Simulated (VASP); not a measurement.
The system is Te.

```
CELL_PARAMETERS angstrom
4.29663 0.00000 0.00000
-2.14832 3.72099 0.00000
0.00000 0.00000 5.90411
ATOMIC_POSITIONS crystal
Te 0.28554 0.00000 0.33333
Te 0.00000 0.28554 0.66667
Te 0.71446 0.71446 0.00000
```

Base run:

| Quantity | Value |
| --- | --- |
| Program | VASP 6.6.1 |
| Functional | LDA |
| Potentials or basis | VASP PAW LDA potentials, release 64 (Te) |
| Cutoff | 520 eV |
| k mesh | 9 × 9 × 6 |
| Occupations | fermi-dirac, width 0.05 eV |
| Spin | no spin polarisation |

Its results: band gap on the k mesh zero (filled and empty bands touch); pressure 0.0 GPa; largest force 0.026 eV/Å.

**Question.** The run is repeated on the same cell with these changes: k mesh from 9 × 9 × 6 to 8 × 8 × 5. What comes out?

**Answer.** Band gap on the k mesh 0.43 eV (least direct gap 0.59 eV); pressure 0.0 GPa; largest force 0.025 eV/Å.

Caveats: spin-orbit coupling is left out, which moves the levels of the heavy elements; an odd mesh through Γ misses points on the zone boundary, where band edges can lie (at least some runs).
